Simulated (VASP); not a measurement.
# O2 in VASP: notebook

Runs on O2. Level: PBEsol. Tasks: single point, relaxation of the atoms.

Program: VASP 6.6.1. These are calculated values, not measurements. Logs are shortened: lines on timing, memory, paths and dates and some standing lists are left out, and cuts for length are marked.

### 1 The cell of the first run

The cell holds a molecule in a box, 2 atoms: a = 9.000 Å, b = 9.500 Å, c = 10.000 Å, α = 90.00°, β = 90.00°, γ = 90.00°.

### 2 Single point, PBEsol, collinear spin, ferromagnetic start

Input file INCAR:

```
ALGO = Normal
EDIFF = 1E-7
ENCUT = 520
GGA = PS
ISIF = 2
ISMEAR = -1
ISPIN = 2
LASPH = T
LCHARG = F
LORBIT = 11
LREAL = F
LWAVE = F
MAGMOM = 1 1
NBANDS = 17
NELM = 150
PREC = Accurate
SIGMA = 0.05
```

Input file KPOINTS:

```
k-points
0
Gamma
  1 1 1
```

Input file POSCAR:

```
O
1.0
    9.0000000000      0.0000000000      0.0000000000
    0.0000000000      9.5000000000      0.0000000000
    0.0000000000      0.0000000000     10.0000000000
O
2
Direct
    0.5000000000      0.5000000000      0.4395073945
    0.5000000000      0.5000000000      0.5604926055
```

Potentials or basis: VASP PAW PBE potentials, release 64 (O).

Run with:

```console
cat potpaw_PBE.64/O/POTCAR > POTCAR
mpirun -np 1 vasp_gam > vasp.out
```

OUTCAR:

```text
EDIFF = 1E-7
   ENCUT = 520
   GGA = PS
   ISIF = 2
   ISMEAR = -1
   ISPIN = 2
   LASPH = T
   LORBIT = 11
   LREAL = F
   NELM = 150
   PREC = Accurate

 ion  position               nearest neighbor table
   1  0.500  0.500  0.440-   2 1.21
   2  0.500  0.500  0.560-   1 1.21

  LATTYP: Found a simple orthorhombic cell.
 ALAT       =     9.0000000000
 B/A-ratio  =     1.0555555556
 C/A-ratio  =     1.1111111111

  Lattice vectors:

 A1 = (   9.0000000000,   0.0000000000,   0.0000000000)
 A2 = (   0.0000000000,   9.5000000000,   0.0000000000)
 A3 = (   0.0000000000,   0.0000000000,  10.0000000000)

Analysis of symmetry for initial positions (statically):
=====================================================================
 Subroutine PRICEL returns:
 Original cell was already a primitive cell.

 Routine SETGRP: Setting up the symmetry group for a
 simple orthorhombic supercell.

 Subroutine GETGRP returns: Found  8 space group operations
 (whereof  8 operations were pure point group operations)
 out of a pool of  8 trial point group operations.

The static configuration has the point symmetry D_2h.

Analysis of symmetry for dynamics (positions and initial velocities):
=====================================================================
 Subroutine PRICEL returns:
 Original cell was already a primitive cell.

 Routine SETGRP: Setting up the symmetry group for a
 simple orthorhombic supercell.

 Subroutine GETGRP returns: Found  8 space group operations
 (whereof  8 operations were pure point group operations)
 out of a pool of  8 trial point group operations.

The dynamic configuration has the point symmetry D_2h.

Analysis of structural, dynamic, and magnetic symmetry:
=====================================================================
 Subroutine PRICEL returns:
 Original cell was already a primitive cell.

 Routine SETGRP: Setting up the symmetry group for a
 simple orthorhombic supercell.

 Subroutine GETGRP returns: Found  8 space group operations
 (whereof  8 operations were pure point group operations)
 out of a pool of  8 trial point group operations.

The overall configuration has the point symmetry D_2h.

 Subroutine INISYM returns: Found  8 space group operations
 (whereof  8 operations are pure point group operations),
 and found     1 'primitive' translations

----------------------------------------------------------------------------------------

                                     Primitive cell

  volume of cell :     855.0000

  direct lattice vectors                    reciprocal lattice vectors
     9.000000000  0.000000000  0.000000000     0.111111111  0.000000000  0.000000000
     0.000000000  9.500000000  0.000000000     0.000000000  0.105263158  0.000000000
     0.000000000  0.000000000 10.000000000     0.000000000  0.000000000  0.100000000

  length of vectors
     9.000000000  9.500000000 10.000000000     0.111111111  0.105263158  0.100000000

  position of ions in fractional coordinates (direct lattice)
     0.500000000  0.500000000  0.439507394
     0.500000000  0.500000000  0.560492606

  ion indices of the primitive-cell ions
   primitive index   ion index
                 1           1
                 2           2

----------------------------------------------------------------------------------------

 KPOINTS: k-points

Automatic generation of k-mesh.
 Grid dimensions read from file:
 generate k-points for:    1    1    1

 Generating k-lattice:

  Cartesian coordinates                     Fractional coordinates (reciprocal lattice)
     0.111111111  0.000000000  0.000000000     1.000000000  0.000000000  0.000000000
     0.000000000  0.105263158  0.000000000     0.000000000  1.000000000  0.000000000
     0.000000000  0.000000000  0.100000000     0.000000000  0.000000000  1.000000000

  Length of vectors
     0.111111111  0.105263158  0.100000000

  Shift w.r.t. Gamma in fractional coordinates (k-lattice)
     0.000000000  0.000000000  0.000000000

 Subroutine IBZKPT returns following result:
 ===========================================

 Found      1 irreducible k-points:

 Following reciprocal coordinates:
            Coordinates               Weight
  0.000000  0.000000  0.000000      1.000000
   k-points           NKPTS =      1   k-points in BZ     NKDIM =      1   number of bands    NBANDS=     17
   number of dos      NEDOS =    301   number of ions     NIONS =      2
   total plane-waves  NPLWV = 403200
   dimension x,y,z NGX =    70 NGY =   72 NGZ =   80
   dimension x,y,z NGXF=   140 NGYF=  144 NGZF=  160
   ions per type =               2
   NGX,Y,Z   is equivalent  to a cutoff of  12.93, 12.60, 13.30 a.u.
   NGXF,Y,Z  is equivalent  to a cutoff of  25.86, 25.20, 26.60 a.u.
 SYSTEM =  unknown system
   PREC   = accura    normal or accurate (medium, high low for compatibility)
   ISTART =      0    job   : 0-new  1-cont  2-samecut
   ICHARG =      2    charge: 1-file 2-atom 10-const
   ISPIN  =      2    spin polarized calculation?
   LNONCOLLINEAR =      F non collinear calculations
   LSORBIT =      F    spin-orbit coupling
   LASPH  =      T    aspherical Exc in radial PAW
   ENCUT  =  520.0 eV  38.22 Ry    6.18 a.u.  16.73 17.66 18.59*2*pi/ulx,y,z
   NELM   =    150;   NELMIN=  2; NELMDL= -5     # of ELM steps
   EDIFF  = 0.1E-06   stopping-criterion for ELM
   LREAL  =      F    real-space projection
   EDIFFG = 0.1E-05   stopping-criterion for IOM
   NSW    =      0    number of steps for IOM
   IBRION =     -1    ionic relax: 0-MD 1-quasi-New 2-CG
   NFREE  =      0    steps in history (QN), initial steepest desc. (CG)
   ISIF   =      2    stress and relaxation
   ISYM   =      2    0-nonsym 1-usesym 2-fastsym
   POTIM  = 0.5000    time-step for ionic-motion
   TEBEG  =    0.0;   TEEND  =   0.0 temperature during run
   PSTRESS=    0.0 pullay stress
   NELECT =      12.0000    total number of electrons
   NUPDOWN=      -1.0000    fix difference up-down
   EMIN   =  10.00;   EMAX   =-10.00  energy-range for DOS
   EFERMI =   0.00;   METHOD = LEGACY
   ISMEAR =    -1;   SIGMA  =   0.05  broadening in eV -4-tet -1-fermi 0-gaus
   EFERMI_NEDOS =   21; number of points for ismear=-14 and -15
   IALGO  =     38    algorithm
   IMIX   =      4    mixing-type and parameters
     AMIX     =   0.40;   BMIX     =  1.00
     AMIX_MAG =   1.60;   BMIX_MAG =  1.00
  volume/ion in A,a.u.               =     427.50      2884.91
  Fermi-wavevector in a.u.,A,eV,Ry     =   0.394893  0.746240  2.121703  0.155941
  Thomas-Fermi vector in A             =   1.339966
   LORBIT       =     11    0 simple, 1 ext, 2 COOP (PROOUT), +10 PAW based schemes
   GGA     = PS    functional components
   LHFCALC =     F    Hartree Fock is set to
   AEXX    =    0.0000 exact exchange contribution
   IVDW    =     0    specifies the selected vdW correction
   LEPSILON=     F    determine dielectric tensor
   LRPA    =     F    only Hartree local field effects (RPA)
 spin polarized calculation
  energy-cutoff  :      520.00
  volume of cell :      855.00
 maximum number of plane-waves:     11510
 NGX is ok and might be reduce to    70
   NGX = 33   NGY = 35   NGZ = 37

 number of electron      12.0000002 magnetization       2.0000001

 Free energy of the ion-electron system (eV)
  ---------------------------------------------------
  ext. energy  EPLUGINS =         0.00000000
  ---------------------------------------------------
  free energy    TOTEN  =       -10.26590725 eV

  energy without entropy =      -10.26590725  energy(sigma->0) =      -10.26590725

 E-fermi :  -5.4969     XC(G=0):  -0.6285

 val. band max:       -6.6227316651   @ k =   0.0000   0.0000   0.0000
 cond. band min:      -4.3593230347   @ k =   0.0000   0.0000   0.0000
 fundamental gap:      2.2634086304
 Fermi energy:        -5.4969230750

 spin component 1

 k-point     1 :       0.0000    0.0000    0.0000
  band No.  band energies     occupation
      1     -32.8670      1.00000
      2     -20.2069      1.00000
      3     -13.3778      1.00000
      4     -13.3778      1.00000
      5     -13.3622      1.00000
      6      -6.6228      1.00000
[... 9 lines left out ...]
     16       2.8010      0.00000
     17       2.8890      0.00000
 Fermi energy:        -5.4969230750

 spin component 2

 k-point     1 :       0.0000    0.0000    0.0000
  band No.  band energies     occupation
      1     -31.6191      1.00000
      2     -18.4265      1.00000
      3     -12.3314      1.00000
      4     -11.5409      1.00000
      5     -11.5409      1.00000
      6      -4.3593      0.00000
[... 9 lines left out ...]
     16       2.9702      0.00000
     17       2.9785      0.00000

------------------------ aborting loop because EDIFF is reached ----------------------------------------

  FORCE on cell =-STRESS in cart. coord.  units (eV):
  Direction    XX          YY          ZZ          XY          YZ          ZX
  --------------------------------------------------------------------------------------
  -------------------------------------------------------------------------------------
  Total       -0.0728799     -0.0726668      1.6070819      0.0000000      0.0000000      0.0000000
  in kB       -0.1365690     -0.1361697      3.0114973      0.0000000      0.0000000      0.0000000
  external PRESSURE =       0.9129195 kB  Pullay stress =       0.0000000 kB

 VOLUME and BASIS-vectors are now :
 -----------------------------------------------------------------------------
  energy-cutoff  :      520.00
  volume of cell :      855.00
      direct lattice vectors                 reciprocal lattice vectors
     9.000000000  0.000000000  0.000000000     0.111111111  0.000000000  0.000000000
     0.000000000  9.500000000  0.000000000     0.000000000  0.105263158  0.000000000
     0.000000000  0.000000000 10.000000000     0.000000000  0.000000000  0.100000000

 POSITION                                       TOTAL-FORCE (eV/Angst)
 -----------------------------------------------------------------------------------
      4.50000      4.75000      4.39507         0.000000      0.000000     -1.394932
      4.50000      4.75000      5.60493         0.000000      0.000000      1.394932
 -----------------------------------------------------------------------------------
    total drift:                                0.000000      0.000000      0.000000

  FREE ENERGIE OF THE ION-ELECTRON SYSTEM (eV)
  ---------------------------------------------------
  free  energy   TOTEN  =       -10.2659072540 eV

  energy  without entropy=      -10.2659072533  energy(sigma->0) =      -10.26590725

 total charge

# of ion       s       p       d       tot
------------------------------------------
    1        1.609   3.308   0.000   4.917
    2        1.609   3.308   0.000   4.917
--------------------------------------------------
tot          3.218   6.616   0.000   9.834

 magnetization (x)

# of ion       s       p       d       tot
------------------------------------------
    1        0.009   0.797   0.000   0.806
    2        0.009   0.797   0.000   0.806
--------------------------------------------------
tot          0.018   1.594   0.000   1.612
```

Wall time 1.7 min (1 thread of Intel Xeon Platinum 8559C (Emerald Rapids), shared host); peak memory 1 GiB.

Results:

| Item | Value |
| --- | --- |
| Free energy | -10.2659 eV |
| Largest force | 1.395 eV/Å |
| Gap between the frontier levels | 2.26 eV |
| Net moment | 2.00 μB per cell |
| Site moments | O +0.81 μB |
| Valence electrons inside the program's atomic spheres | O 4.92 |

Forces in eV/Å, atoms in the order of the input:
```
O    0.000  0.000 -1.395
O    0.000  0.000  1.395
```

Levels at points of the mesh, in eV from the valence-band top:
Spin up:
| k point | band 5 | band 6 | band 7 | band 8 | band 9 | band 10 |
| --- | --- | --- | --- | --- | --- | --- |
| (0.00, 0.00, 0.00) | -6.74 | 0.00 | 0.00 | 6.35 | 7.57 | 7.90 |
Spin down:
| k point | band 2 | band 3 | band 4 | band 5 | band 6 | band 7 | band 8 | band 9 |
| --- | --- | --- | --- | --- | --- | --- | --- | --- |
| (0.00, 0.00, 0.00) | -11.80 | -5.71 | -4.92 | -4.92 | 2.26 | 2.26 | 6.46 | 7.79 |

Caveat: the standard files for N, O and F lose accuracy on very short bonds; the PAW data sets were made with another functional, which shifts forces and pressure a little.

### 3 Relaxation of the atoms, PBEsol, collinear spin, ferromagnetic start

Input file INCAR:

```
ALGO     = Normal         # electronic algorithm
EDIFF    = 1E-6           # SCF threshold, eV
EDIFFG   = -0.03          # ionic threshold
ENCUT    = 520            # plane-wave cutoff, eV
GGA      = PS             # functional
IBRION   = 2              # ionic algorithm
ISIF     = 2              # what is computed and relaxed
ISMEAR   = -1             # smearing method
ISPIN    = 2              # spin polarisation
LASPH    = T              # aspherical terms in the spheres
LCHARG   = F              # write CHGCAR
LORBIT   = 11             # projections on sites
LREAL    = F              # projectors in reciprocal space
LWAVE    = F              # write WAVECAR
MAGMOM   = 1 1            # initial moments
NELM     = 150            # most SCF steps
NSW      = 60             # ionic steps
PREC     = Accurate       # precision mode
SIGMA    = 0.05           # smearing width, eV
```

KPOINTS is that of step 2.

Input file POSCAR:

```
O
1.0
    9.0000000000      0.0000000000      0.0000000000
    0.0000000000      9.5000000000      0.0000000000
    0.0000000000      0.0000000000     10.0000000000
O
2
Direct
    0.5000000000      0.5000000000      0.4385000000
    0.5000000000      0.5000000000      0.5615000000
```

Potentials or basis: VASP PAW PBE potentials, release 64 (O).

Run with:

```console
cat potpaw_PBE.64/O/POTCAR > POTCAR
mpirun -np 1 vasp_gam > vasp.out
```

OUTCAR:

```text
EDIFF = 1E-6
   EDIFFG = -0.03
   ENCUT = 520
   GGA = PS
   IBRION = 2
   ISIF = 2
   ISMEAR = -1
   ISPIN = 2
   LASPH = T
   LORBIT = 11
   LREAL = F
   NELM = 150
   NSW = 60
   PREC = Accurate

 ion  position               nearest neighbor table
   1  0.500  0.500  0.438-   2 1.23
   2  0.500  0.500  0.562-   1 1.23

  LATTYP: Found a simple orthorhombic cell.
 ALAT       =     9.0000000000
 B/A-ratio  =     1.0555555556
 C/A-ratio  =     1.1111111111

  Lattice vectors:

 A1 = (   9.0000000000,   0.0000000000,   0.0000000000)
 A2 = (   0.0000000000,   9.5000000000,   0.0000000000)
 A3 = (   0.0000000000,   0.0000000000,  10.0000000000)

Analysis of symmetry for initial positions (statically):
=====================================================================
 Subroutine PRICEL returns:
 Original cell was already a primitive cell.

 Routine SETGRP: Setting up the symmetry group for a
 simple orthorhombic supercell.

 Subroutine GETGRP returns: Found  8 space group operations
 (whereof  8 operations were pure point group operations)
 out of a pool of  8 trial point group operations.

The static configuration has the point symmetry D_2h.

Analysis of symmetry for dynamics (positions and initial velocities):
=====================================================================
 Subroutine PRICEL returns:
 Original cell was already a primitive cell.

 Routine SETGRP: Setting up the symmetry group for a
 simple orthorhombic supercell.

[... 214 lines left out ...]

 number of electron      12.0000002 magnetization       2.0000001

 Free energy of the ion-electron system (eV)
  ---------------------------------------------------
  ext. energy  EPLUGINS =         0.00000000
  ---------------------------------------------------
  free energy    TOTEN  =       -10.27773975 eV

  energy without entropy =      -10.27773975  energy(sigma->0) =      -10.27773975

 E-fermi :  -5.6315     XC(G=0):  -0.6433

 val. band max:       -6.7594973585   @ k =   0.0000   0.0000   0.0000
 cond. band min:      -4.4982602434   @ k =   0.0000   0.0000   0.0000
 fundamental gap:      2.2612371151
 Fermi energy:        -5.6315053981

 spin component 1

 k-point     1 :       0.0000    0.0000    0.0000
  band No.  band energies     occupation
      1     -32.4959      1.00000
      2     -20.3497      1.00000
      3     -13.3220      1.00000
      4     -13.2224      1.00000
      5     -13.2224      1.00000
      6      -6.7595      1.00000
      7      -6.7595      1.00000
      8      -0.2767      0.00000
      9       0.9031      0.00000
     10       1.2504      0.00000
     11       1.2835      0.00000
 Fermi energy:        -5.6315053981

 spin component 2

 k-point     1 :       0.0000    0.0000    0.0000
  band No.  band energies     occupation
      1     -31.2369      1.00000
      2     -18.5670      1.00000
      3     -12.3015      1.00000
      4     -11.3842      1.00000
      5     -11.3842      1.00000
      6      -4.4983      0.00000
      7      -4.4982      0.00000
      8      -0.1761      0.00000
      9       1.1366      0.00000
     10       1.3014      0.00000
     11       1.4056      0.00000
[... 27 lines left out ...]
  FREE ENERGIE OF THE ION-ELECTRON SYSTEM (eV)
  ---------------------------------------------------
  free  energy   TOTEN  =       -10.2777397503 eV

  energy  without entropy=      -10.2777397496  energy(sigma->0) =      -10.27773975

 reached required accuracy - stopping structural energy minimisation

 total charge

# of ion       s       p       d       tot
------------------------------------------
    1        1.609   3.281   0.000   4.890
    2        1.609   3.281   0.000   4.890
--------------------------------------------------
tot          3.217   6.563   0.000   9.780

 magnetization (x)

# of ion       s       p       d       tot
------------------------------------------
    1        0.009   0.800   0.000   0.809
    2        0.009   0.800   0.000   0.809
--------------------------------------------------
tot          0.018   1.600   0.000   1.618
```

OSZICAR:

```text
N       E                     dE             d eps       ncg     rms          rms(c)
DAV:   1     0.140469671967E+03    0.14047E+03   -0.28518E+03    52   0.593E+02
DAV:   2     0.396217441842E+02   -0.10085E+03   -0.93521E+02    74   0.104E+02
[... 45 lines left out ...]
DAV:   8    -0.102777172028E+02   -0.56964E-05   -0.17846E-07    47   0.319E-03    0.711E-04
DAV:   9    -0.102777266166E+02   -0.94138E-05   -0.48174E-07    47   0.382E-03    0.362E-04
DAV:  10    -0.102777314815E+02   -0.48649E-05   -0.10253E-07    44   0.206E-03    0.285E-04
DAV:  11    -0.102777368335E+02   -0.53520E-05   -0.20533E-07    47   0.247E-03    0.124E-04
DAV:  12    -0.102777389771E+02   -0.21437E-05   -0.34661E-08    50   0.108E-03    0.845E-05
DAV:  13    -0.102777397503E+02   -0.77315E-06   -0.70192E-09    47   0.552E-04
   3 F= -.10277740E+02 E0= -.10277740E+02  d E =-.295881E-03  mag=     2.0000
```

Run time: 3.2 min. Hardware: 1 thread of Intel Xeon Platinum 8559C (Emerald Rapids), shared host; peak memory 1 GiB.

Results:

```yaml
Free_energy: -10.2777 eV
Energy_gained_by_relaxing: 0.1 meV/atom
Ionic_steps: 3
Gap_between_the_frontier_levels: 2.26 eV
Net_moment: 2.00 μB per cell
Site_moments: O +0.81 μB
Valence_electrons_inside_the_program's_atomic_spheres: O 4.89
```

The path:
| step | energy change (eV) | largest force (eV/Å) | pressure (GPa) |
| --- | --- | --- | --- |
| 1 | 0.0000 | 0.2102 | -0.03 |
| 2 | 0.0117 | 1.4065 | 0.09 |
| 3 | -0.0003 | 0.0001 | -0.01 |

Final structure:
```
O
1.0
     9.00000    0.00000    0.00000
     0.00000    9.50000    0.00000
     0.00000    0.00000   10.00000
O
2
Direct
  0.50000 0.50000 0.43864
  0.50000 0.50000 0.56136
```

Caveat: the standard files for N, O and F lose accuracy on very short bonds; the PAW data sets were made with another functional, which shifts forces and pressure a little.
